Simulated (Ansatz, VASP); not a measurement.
## Two plane-wave programs on AgBr

The input INCAR:

```
PREC = Accurate ; ENCUT = 500
EDIFF = 1E-6 ; ISMEAR = 0
SIGMA = 0.05 ; LREAL = False
LASPH = True ; NELM = 120
ALGO = Normal ; ISIF = 2
LWAVE = False ; LCHARG = True
GGA = PE ; LELF = True
LVHAR = True ; NBANDS = 16
GGA_COMPAT = False
```

The input KPOINTS:

```
regular mesh
0
Gamma
  10 10 10
```

Contents of POSCAR:

```
AgBr
1.0
    0.0000000000      2.9024534517      2.9024534517
    2.9024534517      0.0000000000      2.9024534517
    2.9024534517      2.9024534517      0.0000000000
Ag Br
1 1
Direct
    0.5000000000      0.5000000000      0.5000000000
    0.0000000000      0.0000000000      0.0000000000
```

Input for Ansatz:

```yaml
crystal:
  lattice:
    - [0.0, 2.9024534517, 2.9024534517]
    - [2.9024534517, 0.0, 2.9024534517]
    - [2.9024534517, 2.9024534517, 0.0]
  atoms:
    - { symbol: Ag, position: [0.5, 0.5, 0.5] }
    - { symbol: Br, position: [0.0, 0.0, 0.0] }
basis:
  ecutwfc: 420
  ecutrho_ratio: 4
kpoints:
  mp_grid: { grid: [10, 10, 10] }
hamiltonian:
  xc: pbe
scf:
  occupations: { method: gaussian, width: 0.05 }
output:
  forces: true
  stress: true
  eigenvalues: true
```

Alike in both runs: task single point; functional PBE; k mesh 10 × 10 × 10; occupations gaussian, width 0.05 eV; no spin polarisation.

|  | VASP | Ansatz |
| --- | --- | --- |
| version | VASP 6.6.1 | Ansatz 0.2.0 |
| potentials or method | VASP PAW PBE potentials, release 64 (Ag, Br), cutoff 500 eV | scalar-relativistic, plane waves, PAW |
| valence electrons in the cell | 18 | 26 |

|  | VASP | Ansatz | Ansatz less VASP |
| --- | --- | --- | --- |
| gap on the k mesh at the Fermi level (eV) | 0.68 | 0.68 | +0.001 |
| least direct gap on the mesh (eV) | 2.50 | 2.50 | +0.001 |
| pressure (GPa) | 0.7 | 0.8 | +0.04 |

The functional is the same, so the differences come from potentials, cutoffs and numerics. VASP's potentials hold 18 valence electrons a cell and Ansatz's 26, so a difference there can come from the potentials and not from the codes.
